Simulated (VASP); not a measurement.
The system is B2Ru.

```
CELL_PARAMETERS angstrom
2.87699 0.00000 0.00000
0.00000 4.65210 0.00000
0.00000 0.00000 4.05118
ATOMIC_POSITIONS crystal
B 0.00000 0.80422 0.36365
B 0.00000 0.19578 0.36365
B 0.50000 0.30422 0.63635
B 0.50000 0.69578 0.63635
Ru 0.00000 0.00000 0.84811
Ru 0.50000 0.50000 0.15189
```

```yaml
Program: VASP 6.6.1
Task: relaxation of cell and atoms
Functional: LDA
Potentials_or_basis: VASP PAW LDA potentials, release 64 (B, Ru_pv)
Cutoff: 600 eV
k_mesh: 12 × 8 × 10
Occupations: gaussian, width 0.1 eV
Spin: no spin polarisation
```

At the start: pressure -11.6 GPa; volume 9.04 Å³/atom.

Q: How do energy, volume and symmetry change on relaxing?

A: Over 14 steps the energy falls by 12.5 meV/atom and the volume is 8.70 Å³/atom (-3.8 %); space group Pmmn (No. 59, to 0.05 Å).

Step by step:
| step | energy change (eV) | largest force (eV/Å) | pressure (GPa) | volume (Å³) |
| --- | --- | --- | --- | --- |
| 1 | 0.0000 | 0.1704 | -11.55 | 54.22 |
| 2 | 0.1458 | 1.1194 | 23.14 | 49.27 |
| 3 | -0.0719 | 0.2530 | -0.43 | 52.35 |
| 4 | -0.0720 | 0.2632 | -0.13 | 52.31 |
| 5 | -0.0742 | 0.1337 | 0.21 | 52.11 |
| 6 | -0.0751 | 0.0103 | 0.06 | 52.18 |
| 7 | -0.0751 | 0.0096 | 0.07 | 52.18 |
| 8 | -0.0752 | 0.0053 | -0.15 | 52.21 |
| 9 | -0.0752 | 0.0056 | -0.20 | 52.21 |
| 10 | -0.0752 | 0.0051 | 0.00 | 52.19 |
| 11 | -0.0752 | 0.0048 | -0.04 | 52.19 |
| 12 | -0.0752 | 0.0050 | 0.01 | 52.19 |
| 13 | -0.0752 | 0.0048 | -0.06 | 52.19 |
| 14 | -0.0752 | 0.0036 | 0.01 | 52.18 |

Final structure:
```xyz
6
Lattice="2.8353 0.0000 0.0000 0.0000 4.5986 0.0000 0.0000 0.0000 4.0021" Properties=species:S:1:pos:R:3 pbc="T T T"
B     0.0000    3.6977    1.4528
B     0.0000    0.9010    1.4528
B     1.4176    1.3983    2.5493
B     1.4176    3.2003    2.5493
Ru    0.0000    0.0000    3.3985
Ru    1.4176    2.2993    0.6036
```
